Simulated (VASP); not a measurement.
# Pt5Se9 (a cell with a defect) in VASP: single point with PBE

Aim: the single point of Pt5Se9 (a cell with a defect) with PBE.

All numbers are computed with VASP 6.6.1; they aren't measurements. Logs are shortened: lines on timing, memory, paths and dates and some standing lists are left out, and cuts for length are marked.

## (1) The cell of the first run

The cell holds a defect, 28 atoms: a = 9.192 Å, b = 9.192 Å, c = 9.192 Å, α = 75.50°, β = 75.50°, γ = 75.50°.

## (2) Single point, PBE (with an interstitial atom, then relaxed in part)

File INCAR:

```
SYSTEM = Pt5Se9
PREC = Accurate ; ENCUT = 520
EDIFF = 1E-7 ; ISMEAR = 0
SIGMA = 0.01 ; LREAL = Auto
LASPH = .True. ; NELM = 80
ALGO = Normal ; ISIF = 2
LWAVE = .False. ; LCHARG = .False.
GGA = PE ; NBANDS = 124
```

File KPOINTS:

```
Automatic mesh
0
Gamma
  2 2 2
  0.5 0.5 0.5
```

File POSCAR:

```
Pt5Se9
1.0
   -5.6273392766     -3.2489458462      6.5013337589
    5.6273392766     -3.2489458462      6.5013337589
    0.0000000000      6.4978916924      6.5013337589
Pt Se
10 18
Direct
    0.6715962271      0.3357207622      0.0007383135
    0.6716889640      0.0017180176      0.3346364888
    0.3376565481      0.6656887185     -0.0040141886
    1.0110024377      1.0079271526      0.0068842988
    0.3369534339      0.3284172260      0.3273994575
    0.6716046916      0.6633287053      0.6623503918
    0.3377246106     -0.0030167863      0.6646200139
    1.0029570849      0.6627835902      0.3237437715
    1.0030253689      0.3247985311      0.6617619972
    0.0380786838      0.2033654267      0.2020983415
    0.7139088756      0.7126346774      0.3719081079
    0.7139441697      0.3729218704      0.7116079199
    0.3833258836      0.0393412014      0.3739688220
    0.0494894534      0.3624492944      0.3615556959
    0.3821185155      0.7084373522      0.7074156479
    0.7222665534      0.0471081306      0.0459920137
    0.3832001998      0.3750381098      0.0383308977
    0.0475868617      0.0389047361      0.7198263826
    0.0475060453      0.7208582848      0.0378466250
    0.6250207578      0.2915936201      0.2906369261
    0.6261931822      0.9526983867      0.6227246369
    0.2907946832      0.6172073165      0.2854872971
    0.9595047192      0.9577071050      0.3081666196
    0.2908736821      0.2864631099      0.6162251942
    0.6261118158      0.6238016105      0.9517353996
    0.3011538019      0.9548138199      0.9537434560
    0.9620245826      0.6126134480      0.6115574826
    0.9595085602      0.3094219752      0.9565927278
```

Potentials or basis: VASP PAW PBE potentials, release 64 (Pt, Se).

Run with:

```
> cat potpaw_PBE.64/Pt/POTCAR potpaw_PBE.64/Se/POTCAR > POTCAR
> mpirun -np 1 vasp_std > vasp.out
```

OUTCAR:

```text
SYSTEM = Pt5Se9
   PREC = Accurate
   ENCUT = 520
   EDIFF = 1E-7
   ISMEAR = 0
   LREAL = Auto
   LASPH = .True.
   NELM = 80
   ISIF = 2
   GGA = PE

 ion  position               nearest neighbor table
   1  0.672  0.336  0.001-  25 2.52  16 2.52  17 2.53  28 2.53  20 2.53  12 2.53
   2  0.672  0.002  0.335-  21 2.52  16 2.52  13 2.53  23 2.53  20 2.53  11 2.53
   3  0.338  0.666  0.996-  25 2.52  15 2.52  22 2.53  19 2.53  26 2.54  17 2.54
   4  0.011  0.008  0.007-  18 2.53  19 2.53  26 2.53  16 2.53  23 2.63  28 2.63  10 2.93
   5  0.337  0.328  0.327-  17 2.53  13 2.53  22 2.53  24 2.53  14 2.53  20 2.53
   6  0.672  0.663  0.662-  15 2.53  21 2.53  25 2.53  27 2.53  12 2.54  11 2.54
   7  0.338  0.997  0.665-  21 2.52  15 2.52  24 2.53  18 2.53  26 2.54  13 2.54
   8  0.003  0.663  0.324-  19 2.50  27 2.52  22 2.52  11 2.52  23 2.61  14 2.63
   9  0.003  0.325  0.662-  18 2.50  27 2.52  24 2.52  12 2.52  28 2.61  14 2.63
  10  0.038  0.203  0.202-  14 2.35  28 2.43  23 2.44   4 2.93
  11  0.714  0.713  0.372-   8 2.52   2 2.53   6 2.54
  12  0.714  0.373  0.712-   9 2.52   1 2.53   6 2.54
  13  0.383  0.039  0.374-   5 2.53   2 2.53   7 2.54
  14  0.049  0.362  0.362-  10 2.35   5 2.53   9 2.63   8 2.63
  15  0.382  0.708  0.707-   7 2.52   3 2.52   6 2.53
  16  0.722  0.047  0.046-   1 2.52   2 2.52   4 2.53
  17  0.383  0.375  0.038-   5 2.53   1 2.53   3 2.54
  18  0.048  0.039  0.720-   9 2.50   4 2.53   7 2.53
  19  0.048  0.721  0.038-   8 2.50   4 2.53   3 2.53
  20  0.625  0.292  0.291-   5 2.53   2 2.53   1 2.53
  21  0.626  0.953  0.623-   2 2.52   7 2.52   6 2.53
  22  0.291  0.617  0.285-   8 2.52   5 2.53   3 2.53
  23  0.960  0.958  0.308-  10 2.44   2 2.53   8 2.61   4 2.63
  24  0.291  0.286  0.616-   9 2.52   5 2.53   7 2.53
  25  0.626  0.624  0.952-   1 2.52   3 2.52   6 2.53
  26  0.301  0.955  0.954-   4 2.53   7 2.54   3 2.54
  27  0.962  0.613  0.612-   9 2.52   8 2.52   6 2.53
  28  0.960  0.309  0.957-  10 2.43   1 2.53   9 2.61   4 2.63

  LATTYP: Found a trigonal (rhomboedric) cell.
 ALAT       =     9.1918407890
 COS(alpha) =     0.2503971852

  Lattice vectors:

 A1 = (  -5.6273392766,  -3.2489458462,   6.5013337589)
 A2 = (   5.6273392766,  -3.2489458462,   6.5013337589)
 A3 = (   0.0000000000,   6.4978916924,   6.5013337589)

Analysis of symmetry for initial positions (statically):
=====================================================================
 Subroutine PRICEL returns:
 Original cell was already a primitive cell.

 Routine SETGRP: Setting up the symmetry group for a
 trigonal (rhombohedral) supercell.

 Subroutine GETGRP returns: Found  1 space group operations
 (whereof  1 operations were pure point group operations)
 out of a pool of 12 trial point group operations.

The static configuration has the point symmetry C_1 .

Analysis of symmetry for dynamics (positions and initial velocities):
=====================================================================
 Subroutine PRICEL returns:
 Original cell was already a primitive cell.

 Routine SETGRP: Setting up the symmetry group for a
 trigonal (rhombohedral) supercell.

 Subroutine GETGRP returns: Found  1 space group operations
 (whereof  1 operations were pure point group operations)
 out of a pool of 12 trial point group operations.

The dynamic configuration has the point symmetry C_1 .

 Subroutine INISYM returns: Found  1 space group operations
 (whereof  1 operations are pure point group operations),
 and found     1 'primitive' translations

----------------------------------------------------------------------------------------

                                     Primitive cell

  volume of cell :     713.1802

  direct lattice vectors                    reciprocal lattice vectors
    -5.627339277 -3.248945846  6.501333759    -0.088851938 -0.051298690  0.051271531
     5.627339277 -3.248945846  6.501333759     0.088851938 -0.051298690  0.051271531
     0.000000000  6.497891692  6.501333759     0.000000000  0.102597381  0.051271531

  length of vectors
     9.191840789  9.191840789  9.191840789     0.114695215  0.114695215  0.114695215

  position of ions in fractional coordinates (direct lattice)
     0.671596227  0.335720762  0.000738314
     0.671688964  0.001718018  0.334636489
     0.337656548  0.665688719  0.995985811
     0.011002438  0.007927153  0.006884299
     0.336953434  0.328417226  0.327399458
     0.671604692  0.663328705  0.662350392
[... 20 lines left out ...]
     0.962024583  0.612613448  0.611557483
     0.959508560  0.309421975  0.956592728

  ion indices of the primitive-cell ions
   primitive index   ion index
                 1           1
                 2           2
                 3           3
                 4           4
                 5           5
                 6           6
[... 20 lines left out ...]
                27          27
                28          28

----------------------------------------------------------------------------------------

 KPOINTS: Automatic mesh

Automatic generation of k-mesh.
 Grid dimensions read from file:
 generate k-points for:    2    2    2

 Generating k-lattice:

  Cartesian coordinates                     Fractional coordinates (reciprocal lattice)
    -0.044425969 -0.025649345  0.025635765     0.500000000  0.000000000 -0.000000000
     0.044425969 -0.025649345  0.025635765     0.000000000  0.500000000 -0.000000000
     0.000000000  0.051298690  0.025635765    -0.000000000 -0.000000000  0.500000000

  Length of vectors
     0.057347608  0.057347608  0.057347608

  Shift w.r.t. Gamma in fractional coordinates (k-lattice)
     0.500000000  0.500000000  0.500000000

 Subroutine IBZKPT returns following result:
 ===========================================

 Found      4 irreducible k-points:

 Following reciprocal coordinates:
            Coordinates               Weight
  0.250000  0.250000  0.250000      2.000000
 -0.250000  0.250000  0.250000      2.000000
  0.250000 -0.250000  0.250000      2.000000
  0.250000  0.250000 -0.250000      2.000000
   k-points           NKPTS =      4   k-points in BZ     NKDIM =      4   number of bands    NBANDS=    124
   number of dos      NEDOS =    301   number of ions     NIONS =     28
   total plane-waves  NPLWV = 343000
   dimension x,y,z NGX =    70 NGY =   70 NGZ =   70
   dimension x,y,z NGXF=   140 NGYF=  140 NGZF=  140
   ions per type =              10  18
   NGX,Y,Z   is equivalent  to a cutoff of  12.66, 12.66, 12.66 a.u.
   NGXF,Y,Z  is equivalent  to a cutoff of  25.32, 25.32, 25.32 a.u.
 SYSTEM =  Pt5Se9
   PREC   = accura    normal or accurate (medium, high low for compatibility)
   ISTART =      0    job   : 0-new  1-cont  2-samecut
   ICHARG =      2    charge: 1-file 2-atom 10-const
   ISPIN  =      1    spin polarized calculation?
   LNONCOLLINEAR =      F non collinear calculations
   LSORBIT =      F    spin-orbit coupling
   LASPH  =      T    aspherical Exc in radial PAW
   ENCUT  =  520.0 eV  38.22 Ry    6.18 a.u.  17.09 17.09 17.09*2*pi/ulx,y,z
   NELM   =     80;   NELMIN=  2; NELMDL= -5     # of ELM steps
   EDIFF  = 0.1E-06   stopping-criterion for ELM
   LREAL  =      T    real-space projection
   EDIFFG = 0.1E-05   stopping-criterion for IOM
   NSW    =      0    number of steps for IOM
   IBRION =     -1    ionic relax: 0-MD 1-quasi-New 2-CG
   NFREE  =      0    steps in history (QN), initial steepest desc. (CG)
   ISIF   =      2    stress and relaxation
   ISYM   =      2    0-nonsym 1-usesym 2-fastsym
   POTIM  = 0.5000    time-step for ionic-motion
   TEBEG  =    0.0;   TEEND  =   0.0 temperature during run
   PSTRESS=    0.0 pullay stress
   NELECT =     208.0000    total number of electrons
   NUPDOWN=      -1.0000    fix difference up-down
   EMIN   =  10.00;   EMAX   =-10.00  energy-range for DOS
   EFERMI =   0.00;   METHOD = LEGACY
   ISMEAR =     0;   SIGMA  =   0.01  broadening in eV -4-tet -1-fermi 0-gaus
   EFERMI_NEDOS =   21; number of points for ismear=-14 and -15
   IALGO  =     38    algorithm
   IMIX   =      4    mixing-type and parameters
     AMIX     =   0.40;   BMIX     =  1.00
     AMIX_MAG =   1.60;   BMIX_MAG =  1.00
  volume/ion in A,a.u.               =      25.47       171.88
  Fermi-wavevector in a.u.,A,eV,Ry     =   1.085666  2.051611 16.036784  1.178670
  Thomas-Fermi vector in A             =   2.221785
   LORBIT       =      0    0 simple, 1 ext, 2 COOP (PROOUT), +10 PAW based schemes
   GGA     = PE    functional components
   LHFCALC =     F    Hartree Fock is set to
   AEXX    =    0.0000 exact exchange contribution
   IVDW    =     0    specifies the selected vdW correction
   LEPSILON=     F    determine dielectric tensor
   LRPA    =     F    only Hartree local field effects (RPA)
 non-spin polarized calculation
 Gauss-broadening in eV      SIGMA  =   0.01
  energy-cutoff  :      520.00
  volume of cell :      713.18
 maximum number of plane-waves:     19212
 NGX is ok and might be reduce to    70
   NGX = 35   NGY = 35   NGZ = 35

 number of electron     208.0000004 magnetization

 Free energy of the ion-electron system (eV)
  ---------------------------------------------------
  ext. energy  EPLUGINS =         0.00000000
  ---------------------------------------------------
  free energy    TOTEN  =      -133.80835653 eV

  energy without entropy =     -133.80835653  energy(sigma->0) =     -133.80835653

 E-fermi :   3.7206     XC(G=0):  -9.2219

 val. band max:        3.6418854331   @ k =   0.2500  -0.2500   0.2500
 cond. band min:       4.4955448754   @ k =  -0.2500   0.2500   0.2500
 fundamental gap:      0.8536594423
 Fermi energy:         3.7206318732

 k-point     1 :       0.2500    0.2500    0.2500
  band No.  band energies     occupation
      1     -10.8345      2.00000
      2     -10.1001      2.00000
      3     -10.0264      2.00000
      4      -9.9380      2.00000
      5      -9.8617      2.00000
      6      -9.8323      2.00000
[... 108 lines left out ...]
    115       5.5616      0.00000
    116       5.6216      0.00000

 k-point     2 :      -0.2500    0.2500    0.2500
  band No.  band energies     occupation
      1     -10.6182      2.00000
      2     -10.5131      2.00000
      3     -10.1211      2.00000
      4     -10.1174      2.00000
      5      -9.6651      2.00000
      6      -9.6530      2.00000
[... 108 lines left out ...]
    115       5.2401      0.00000
    116       5.2918      0.00000

 k-point     3 :       0.2500   -0.2500    0.2500
  band No.  band energies     occupation
      1     -10.6184      2.00000
      2     -10.5154      2.00000
      3     -10.1549      2.00000
      4     -10.0622      2.00000
      5      -9.7377      2.00000
      6      -9.6361      2.00000
[... 108 lines left out ...]
    115       5.2082      0.00000
    116       5.3293      0.00000

 k-point     4 :       0.2500    0.2500   -0.2500
  band No.  band energies     occupation
      1     -10.6182      2.00000
      2     -10.5155      2.00000
      3     -10.1550      2.00000
      4     -10.0621      2.00000
      5      -9.7375      2.00000
      6      -9.6361      2.00000
[... 108 lines left out ...]
    115       5.2082      0.00000
    116       5.3295      0.00000
 [bands above 116 left out]

------------------------ aborting loop because EDIFF is reached ----------------------------------------

  FORCE on cell =-STRESS in cart. coord.  units (eV):
  Direction    XX          YY          ZZ          XY          YZ          ZX
  --------------------------------------------------------------------------------------
  -------------------------------------------------------------------------------------
  Total        2.4577816      3.1254734     -1.1356205     -0.6002659     -0.0464943     -0.0867771
  in kB        5.5214683      7.0214548     -2.5512001     -1.3485125     -0.1044505     -0.1949470
  external PRESSURE =       3.3305743 kB  Pullay stress =       0.0000000 kB

 VOLUME and BASIS-vectors are now :
 -----------------------------------------------------------------------------
  energy-cutoff  :      520.00
  volume of cell :      713.18
      direct lattice vectors                 reciprocal lattice vectors
    -5.627339277 -3.248945846  6.501333759    -0.088851938 -0.051298690  0.051271531
     5.627339277 -3.248945846  6.501333759     0.088851938 -0.051298690  0.051271531
     0.000000000  6.497891692  6.501333759     0.000000000  0.102597381  0.051271531

 POSITION                                       TOTAL-FORCE (eV/Angst)
 -----------------------------------------------------------------------------------
     -1.89009     -3.26792      6.55370         0.012715     -0.003206     -0.007806
     -3.77015     -0.01343      6.55363         0.013981      0.013177     -0.010112
      1.84595      3.21199     12.99832         0.001851     -0.000089     -0.001825
     -0.01731     -0.01677      0.16782        -0.014550     -0.008873     -0.007058
     -0.04804     -0.03435      6.45433         0.006881      0.005727      0.003164
     -0.04657     -0.03325     12.98501        -0.001916     -0.005401     -0.004034
[... 20 lines left out ...]
     -1.96626     -1.14208     14.21319         0.009497      0.005450      0.007737
     -3.65826      2.09315     14.46887         0.005597      0.008814     -0.014151
 -----------------------------------------------------------------------------------
    total drift:                               -0.010313     -0.013619      0.038437

  FREE ENERGIE OF THE ION-ELECTRON SYSTEM (eV)
  ---------------------------------------------------
  free  energy   TOTEN  =      -133.8083565301 eV

  energy  without entropy=     -133.8083565301  energy(sigma->0) =     -133.80835653
```

It took 8.1 min on 1 thread of Intel Xeon Platinum 8488C (Sapphire Rapids), shared host; peak memory 0.78 GiB.

Results:

```yaml
Free_energy: -133.8084 eV
Pressure: 0.3 GPa
Largest_force: 0.027 eV/Å
Band_gap_on_the_k_mesh: 0.85 eV
```

Forces in eV/Å, atoms in the order of the input:
```
Pt   0.013 -0.003 -0.008
Pt   0.014  0.013 -0.010
Pt   0.002  0.000 -0.002
Pt  -0.015 -0.009 -0.007
Pt   0.007  0.006  0.003
Pt  -0.002 -0.005 -0.004
Pt  -0.002  0.005 -0.001
Pt  -0.010  0.004 -0.001
Pt  -0.006 -0.006 -0.004
Pt  -0.015  0.000 -0.018
Se   0.001 -0.001  0.001
Se  -0.001  0.000  0.002
Se  -0.002 -0.005  0.000
Se   0.015  0.008  0.021
Se  -0.001 -0.002  0.003
Se  -0.011 -0.007  0.013
Se  -0.007 -0.001  0.003
Se   0.004  0.008  0.008
Se   0.010 -0.003  0.010
Se  -0.011 -0.004  0.009
Se   0.002 -0.005  0.001
Se  -0.007 -0.002 -0.001
Se   0.003  0.003 -0.011
Se  -0.005 -0.008 -0.002
Se   0.004 -0.004 -0.001
Se   0.005  0.006  0.001
Se   0.009  0.005  0.008
Se   0.006  0.009 -0.014
```

Caveat: the cell differs from its parent crystal (with an interstitial atom, then relaxed in part); spin-orbit coupling is left out, which moves the levels of the heavy elements.
